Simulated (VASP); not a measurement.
# Au (I4/mmm) in VASP: notebook

Runs on Au. Level: PBEsol. Tasks: single point.

Program: VASP 6.6.1. These are calculated values, not measurements. Logs are shortened: lines on timing, memory, paths and dates and some standing lists are left out, and cuts for length are marked.

**1. The cell of the first run**

The structure is tetragonal, space group I4/mmm (No. 139). The conventional cell has a = 3.315 Å, b = 3.315 Å, c = 3.480 Å, α = 90.00°, β = 90.00°, γ = 90.00°. Within 3.8 Å of Au (site symmetry 4/mmm) lie 14 Au at 2.92 to 3.48 Å.

**2. Single point, PBEsol (strain +0.000 along x and y, +0.050 along z)**

The input, INCAR:

```
PREC     = Accurate       # precision mode
ENCUT    = 520            # plane-wave cutoff, eV
EDIFF    = 1E-7           # SCF threshold, eV
ISMEAR   = 0              # smearing method
SIGMA    = 0.15           # smearing width, eV
LREAL    = F              # projectors in reciprocal space
LASPH    = T              # aspherical terms in the spheres
NELM     = 80             # most SCF steps
ALGO     = Fast           # electronic algorithm
ISIF     = 2              # what is computed and relaxed
LWAVE    = F              # write WAVECAR
LCHARG   = F              # write CHGCAR
GGA      = PS             # functional
NBANDS   = 12             # bands
```

The input, KPOINTS:

```
Automatic mesh
0
Gamma
  20 20 20
```

The input, POSCAR:

```
Au
1.0
   -1.6572690000      1.6572690000      1.7401324500
    1.6572690000     -1.6572690000      1.7401324500
    1.6572690000      1.6572690000     -1.7401324500
Au
1
Direct
    0.0000000000      0.0000000000      0.0000000000
```

Potentials or basis: VASP PAW PBE potentials, release 64 (Au).

Started as:

```console
cat potpaw_PBE.64/Au/POTCAR > POTCAR
mpirun -np 1 vasp_std > vasp.out
```

OUTCAR:

```text
PREC = Accurate
   ENCUT = 520
   EDIFF = 1E-7
   ISMEAR = 0
   LREAL = F
   LASPH = T
   NELM = 80
   ISIF = 2
   GGA = PS

 ion  position               nearest neighbor table
   1  0.000  0.000  0.000-

  LATTYP: Found a body centered tetragonal cell.
 ALAT       =     3.3145380000
 C/A-ratio  =     1.0500000000

  Lattice vectors:

 A1 = (  -1.6572690000,   1.6572690000,   1.7401324500)
 A2 = (   1.6572690000,  -1.6572690000,   1.7401324500)
 A3 = (   1.6572690000,   1.6572690000,  -1.7401324500)

Analysis of symmetry for initial positions (statically):
=====================================================================
 Subroutine PRICEL returns:
 Original cell was already a primitive cell.

 Routine SETGRP: Setting up the symmetry group for a
 body centered tetragonal supercell.

 Subroutine GETGRP returns: Found 16 space group operations
 (whereof 16 operations were pure point group operations)
 out of a pool of 16 trial point group operations.

The static configuration has the point symmetry D_4h.

Analysis of symmetry for dynamics (positions and initial velocities):
=====================================================================
 Subroutine PRICEL returns:
 Original cell was already a primitive cell.

 Routine SETGRP: Setting up the symmetry group for a
 body centered tetragonal supercell.

 Subroutine GETGRP returns: Found 16 space group operations
 (whereof 16 operations were pure point group operations)
 out of a pool of 16 trial point group operations.

The dynamic configuration has the point symmetry D_4h.

 Subroutine INISYM returns: Found 16 space group operations
 (whereof 16 operations are pure point group operations),
 and found     1 'primitive' translations

----------------------------------------------------------------------------------------

                                     Primitive cell

  volume of cell :      19.1174

  direct lattice vectors                    reciprocal lattice vectors
    -1.657269000  1.657269000  1.740132450     0.000000000  0.301701172  0.287334450
     1.657269000 -1.657269000  1.740132450     0.301701172  0.000000000  0.287334450
     1.657269000  1.657269000 -1.740132450     0.301701172  0.301701172  0.000000000

  length of vectors
     2.919099522  2.919099522  2.919099522     0.416634952  0.416634952  0.426669890

  position of ions in fractional coordinates (direct lattice)
     0.000000000  0.000000000  0.000000000

  ion indices of the primitive-cell ions
   primitive index   ion index
                 1           1

[... 77 lines left out ...]
   ISIF   =      2    stress and relaxation
   ISYM   =      2    0-nonsym 1-usesym 2-fastsym
   POTIM  = 0.5000    time-step for ionic-motion
   TEBEG  =    0.0;   TEEND  =   0.0 temperature during run
   PSTRESS=    0.0 pullay stress
   NELECT =      11.0000    total number of electrons
   NUPDOWN=      -1.0000    fix difference up-down
   EMIN   =  10.00;   EMAX   =-10.00  energy-range for DOS
   EFERMI =   0.00;   METHOD = LEGACY
   ISMEAR =     0;   SIGMA  =   0.15  broadening in eV -4-tet -1-fermi 0-gaus
   EFERMI_NEDOS =   21; number of points for ismear=-14 and -15
   IALGO  =     68    algorithm
   IMIX   =      4    mixing-type and parameters
     AMIX     =   0.40;   BMIX     =  1.00
     AMIX_MAG =   1.60;   BMIX_MAG =  1.00
  volume/ion in A,a.u.               =      19.12       129.01
  Fermi-wavevector in a.u.,A,eV,Ry     =   1.361642  2.573130 25.226141  1.854069
  Thomas-Fermi vector in A             =   2.488200
   LORBIT       =      0    0 simple, 1 ext, 2 COOP (PROOUT), +10 PAW based schemes
   GGA     = PS    functional components
   LHFCALC =     F    Hartree Fock is set to
   AEXX    =    0.0000 exact exchange contribution
   IVDW    =     0    specifies the selected vdW correction
   LEPSILON=     F    determine dielectric tensor
   LRPA    =     F    only Hartree local field effects (RPA)
 non-spin polarized calculation
 RMM-DIIS sequential band-by-band and
 Gauss-broadening in eV      SIGMA  =   0.15
  energy-cutoff  :      520.00
  volume of cell :       19.12
 maximum number of plane-waves:       539
 NGX is ok and might be reduce to    24
   NGX = 11   NGY = 11   NGZ = 11

 number of electron      11.0000001 magnetization

 Free energy of the ion-electron system (eV)
  ---------------------------------------------------
  ext. energy  EPLUGINS =         0.00000000
  ---------------------------------------------------
  free energy    TOTEN  =        -3.79959368 eV

  energy without entropy =       -3.79538659  energy(sigma->0) =       -3.79749014

 E-fermi :   7.5109     XC(G=0): -12.2152

 val. band max:        7.5094266624   @ k =  -0.2500  -0.4000   0.2500
 cond. band min:       7.5148293432   @ k =  -0.4000   0.4500   0.1000
 fundamental gap:      0.0054026808
 Fermi energy:         7.5108929279

 k-point     1 :       0.0000    0.0000    0.0000
  band No.  band energies     occupation
      1      -1.2756      2.00000
      2       3.1376      2.00000
      3       3.1376      2.00000
      4       3.3941      2.00000
      5       4.6680      2.00000
      6       4.9589      2.00000
      7      23.4116      0.00000
      8      24.1561      0.00000
      9      24.1561      0.00000
     10      28.8937      0.00000
     11      30.2440      0.00000
     12      30.2449      0.00000
[... 331 lines left out ...]
 k-point    24 :      -0.3500    0.0500    0.0000
  band No.  band energies     occupation
      1       1.0754      2.00000
      2       2.6393      2.00000
      3       3.8659      2.00000
      4       4.5068      2.00000
      5       4.9847      2.00000
      6       5.2749      2.00000
      7      15.4367      0.00000
      8      21.0516      0.00000
      9      22.6427      0.00000
     10      27.0353      0.00000
     11      27.8180      0.00000
     12      29.1036      0.00000

 [... further k-points ...]
[... 5 lines left out ...]
  --------------------------------------------------------------------------------------
  -------------------------------------------------------------------------------------
  Total       -1.7175051     -1.7175051     -1.6733407      0.0000000     -0.0000000      0.0000000
  in kB     -143.9396040   -143.9396040   -140.2383009      0.0000000     -0.0000000      0.0000000
  external PRESSURE =    -142.7058363 kB  Pullay stress =       0.0000000 kB

 VOLUME and BASIS-vectors are now :
 -----------------------------------------------------------------------------
  energy-cutoff  :      520.00
  volume of cell :       19.12
      direct lattice vectors                 reciprocal lattice vectors
    -1.657269000  1.657269000  1.740132450     0.000000000  0.301701172  0.287334450
     1.657269000 -1.657269000  1.740132450     0.301701172  0.000000000  0.287334450
     1.657269000  1.657269000 -1.740132450     0.301701172  0.301701172  0.000000000

 POSITION                                       TOTAL-FORCE (eV/Angst)
 -----------------------------------------------------------------------------------
      0.00000      0.00000      0.00000         0.000000      0.000000      0.000000
 -----------------------------------------------------------------------------------
    total drift:                               -0.000000      0.000000      0.000000

  FREE ENERGIE OF THE ION-ELECTRON SYSTEM (eV)
  ---------------------------------------------------
  free  energy   TOTEN  =        -3.7995936777 eV

  energy  without entropy=       -3.7953865935  energy(sigma->0) =       -3.79749014
```

OSZICAR:

```text
N       E                     dE             d eps       ncg     rms          rms(c)
DAV:   1     0.476896873342E+02    0.47690E+02   -0.54724E+03 16064   0.803E+02
DAV:   2    -0.345734584582E+01   -0.51147E+02   -0.48098E+02 18172   0.180E+02
DAV:   3    -0.413805824519E+01   -0.68071E+00   -0.67994E+00 18272   0.202E+01
DAV:   4    -0.414039210109E+01   -0.23339E-02   -0.23338E-02 17456   0.137E+00
DAV:   5    -0.414041060724E+01   -0.18506E-04   -0.18505E-04 18132   0.118E-01    0.661E+00
RMM:   6    -0.381573827603E+01    0.32467E+00   -0.43262E-01 15401   0.534E+00    0.434E+00
RMM:   7    -0.380194366906E+01    0.13795E-01   -0.29196E-02 16326   0.159E+00    0.252E+00
RMM:   8    -0.379969689355E+01    0.22468E-02   -0.27254E-03 16940   0.447E-01    0.416E-01
RMM:   9    -0.379959089320E+01    0.10600E-03   -0.52521E-04 17680   0.190E-01    0.903E-02
RMM:  10    -0.379959469259E+01   -0.37994E-05   -0.66623E-05 17676   0.619E-02    0.537E-02
RMM:  11    -0.379959360370E+01    0.10889E-05   -0.10139E-05 17625   0.235E-02    0.112E-02
RMM:  12    -0.379959364935E+01   -0.45654E-07   -0.14617E-06 17199   0.817E-03    0.785E-03
RMM:  13    -0.379959367773E+01   -0.28375E-07   -0.33906E-07 14710   0.368E-03
   1 F= -.37995937E+01 E0= -.37974901E+01  d E =-.420708E-02
```

Run time: 39 s. Hardware: 1 thread of Intel Xeon 6975P-C (Granite Rapids), shared host; peak memory 0.26 GiB.

What came out:

```yaml
Free_energy: -3.7996 eV
Pressure: -14.3 GPa
```

Stress tensor (GPa, compression positive):
```
-14.39   0.00   0.00
  0.00 -14.39   0.00
  0.00   0.00 -14.02
```

Levels at points of the mesh, in eV from the Fermi level:
```
           k point  band 2  band 3  band 4  band 5  band 6  band 7  band 8  band 9  band 10  band 11
(0.00, 0.00, 0.00)   -4.37   -4.37   -4.12   -2.84   -2.55   15.90   16.65   16.65    21.38    22.73
(0.50, 0.00, 0.00)   -5.10   -2.98   -2.51   -1.46   -0.32    2.78   12.45   13.40    20.61    20.90
(0.50, 0.50, 0.00)   -5.38   -2.60   -2.43   -1.40   -0.07    3.14   11.74   12.38    19.24    20.22
(0.50, 0.50, 0.50)   -5.88   -1.80   -1.71   -1.71    5.25    6.55    6.55    8.25    14.41    15.23
```

Caveat: the cell differs from its parent crystal (strain +0.000 along x and y, +0.050 along z); the PAW data sets were made with another functional, which shifts forces and pressure a little; spin-orbit coupling is left out, which moves the levels of the heavy elements.

**3. Single point, PBEsol (strain +0.050 along x and y, +0.000 along z)**

The input, INCAR:

```
PREC = Accurate
ENCUT = 520
EDIFF = 1E-7
ISMEAR = 0
SIGMA = 0.15
LREAL = F
LASPH = T
NELM = 80
ALGO = Fast
ISIF = 2
LWAVE = F
LCHARG = F
GGA = PS
NBANDS = 12
```

KPOINTS is that of step 2.

The input, POSCAR:

```
Au
1.0
   -1.7401324500      1.7401324500      1.6572690000
    1.7401324500     -1.7401324500      1.6572690000
    1.7401324500      1.7401324500     -1.6572690000
Au
1
Direct
    0.0000000000      0.0000000000      0.0000000000
```

Potentials or basis: VASP PAW PBE potentials, release 64 (Au).

Started as:

```console
cat potpaw_PBE.64/Au/POTCAR > POTCAR
mpirun -np 1 vasp_std > vasp.out
```

Wall time 39 s (1 thread of Intel Xeon 6975P-C (Granite Rapids), shared host); peak memory 0.26 GiB.

Results (log left out):

| Item | Value |
| --- | --- |
| Free energy | -3.7051 eV |
| Pressure | -17.4 GPa |

Stress tensor (GPa, compression positive):
```
-17.21   0.00   0.00
  0.00 -17.21   0.00
  0.00   0.00 -17.86
```

Levels at points of the mesh, in eV from the Fermi level:
```csv
k point,band 3,band 4,band 5,band 6,band 7,band 8,band 9,band 10
"(0.00, 0.00, 0.00)",-3.99,-3.99,-2.75,-2.46,16.04,16.04,16.88,21.06
"(0.50, 0.00, 0.00)",-2.69,-2.33,-1.44,0.03,2.77,11.88,12.38,19.02
"(0.50, 0.50, 0.00)",-2.92,-2.54,-1.49,-0.22,2.42,12.61,13.40,20.37
"(0.50, 0.50, 0.50)",-1.76,-1.76,-1.68,5.62,5.62,6.92,7.73,13.84
```

Caveat: the cell differs from its parent crystal (strain +0.050 along x and y, +0.000 along z); the PAW data sets were made with another functional, which shifts forces and pressure a little; spin-orbit coupling is left out, which moves the levels of the heavy elements.
